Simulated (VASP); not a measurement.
Input of a VASP 6.6.1 run:

File INCAR:

```
ALGO = Normal
EDIFF = 1E-6
ENCUT = 600
GGA = PS
GGA_COMPAT = F
ISIF = 2
ISMEAR = 0
LASPH = T
LCHARG = F
LREAL = F
LWAVE = F
NBANDS = 16
NELM = 120
PREC = Accurate
SIGMA = 0.1
```

File KPOINTS:

```
k-points
0
Gamma
  6 6 4
```

File POSCAR:

```
MgO
1.0
    2.9804863305      0.0000000000      0.0000000000
    0.0000000000      2.9804863305      0.0000000000
    0.0000000000      0.0000000000      4.2150442145
Mg O
2 2
Direct
    0.0000000000      0.0000000000      0.0000000000
    0.5000000000      0.5000000000      0.5000000000
    0.5000000000      0.5000000000      0.0000000000
    0.0000000000      1.0000000000      0.5000000000
```

Potentials or basis: VASP PAW PBE potentials, release 64 (Mg, O).

Run with:

```sh
$ cat potpaw_PBE.64/Mg/POTCAR potpaw_PBE.64/O/POTCAR > POTCAR
$ mpirun -np 1 vasp_std > vasp.out
```

Question: Predict the pressure.

Answer: -0.8 GPa.

Question: What does it give for the band gap on the k mesh?

Answer: 4.61 eV.

Caveat: the PAW data sets were made with another functional, which shifts forces and pressure a little. As with any semilocal functional, this PBEsol gap is likely too small.
